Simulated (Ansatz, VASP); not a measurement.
**Two plane-wave programs on InSb**

Contents of INCAR:

```
  PREC = Accurate
  ENCUT = 520
  EDIFF = 1E-6
  ISMEAR = 0
  SIGMA = 0.15
  LREAL = False
  LASPH = True
  NELM = 60
  ALGO = Normal
  ISIF = 2
  LWAVE = False
  LCHARG = True
  GGA = PE
  LELF = True
  LVHAR = True
  NBANDS = 16
```

The input KPOINTS:

```
regular mesh
0
Gamma
  12 12 12
```

File POSCAR:

```
InSb
1.0
    0.0000000000      3.1419270000      3.3362730000
    3.1419270000      0.0000000000      3.3362730000
    3.1419270000      3.1419270000      0.0000000000
In Sb
1 1
Direct
    0.0000000000      0.0000000000      0.0000000000
    0.7500000000      0.7500000000      0.7500000000
```

Input for Ansatz:

```yaml
crystal:
  lattice:
    - [0.0, 3.141927, 3.336273]
    - [3.141927, 0.0, 3.336273]
    - [3.141927, 3.141927, 0.0]
  atoms:
    - { symbol: In, position: [0.0, 0.0, 0.0] }
    - { symbol: Sb, position: [0.75, 0.75, 0.75] }
basis:
  ecutwfc: 420
kpoints:
  mp_grid: { grid: [12, 12, 12] }
hamiltonian:
  xc: pbe
scf:
  occupations: { method: gaussian, width: 0.15 }
output:
  forces: true
  stress: true
  eigenvalues: true
  write_density: true
  write_potential: true
  elf: true
  volumetric_format: npy
```

Change from the starting cell: strain -0.030 along x and y, +0.030 along z, atoms carried along.

Alike in both runs: task single point; functional PBE; k mesh 12 × 12 × 12; occupations gaussian, width 0.15 eV; no spin polarisation.

|  | VASP | Ansatz |
| --- | --- | --- |
| version | VASP 6.6.1 | Ansatz 0.2.0 |
| potentials or method | VASP PAW PBE potentials, release 64 (In_d, Sb), cutoff 520 eV | scalar-relativistic, plane waves, PAW |
| valence electrons in the cell | 18 | 28 |

Ansatz gave:

| Property | Result |
| --- | --- |
| gap on the k mesh at the Fermi level (eV) | none |
| pressure (GPa) | 4.8 |
| traceless stress, the component that is largest in VASP (GPa) | -1.14 |

Problem. Estimate VASP's values.

Solution. gap on the k mesh at the Fermi level (eV): none; pressure (GPa): 4.8; traceless stress, the component that is largest in VASP (GPa): -1.15.

A gap of «none» marks a metal or a gap that the smearing closes. VASP's potentials hold 18 valence electrons a cell and Ansatz's 28, so a difference there can come from the potentials and not from the codes.

Spin-orbit coupling is off throughout.
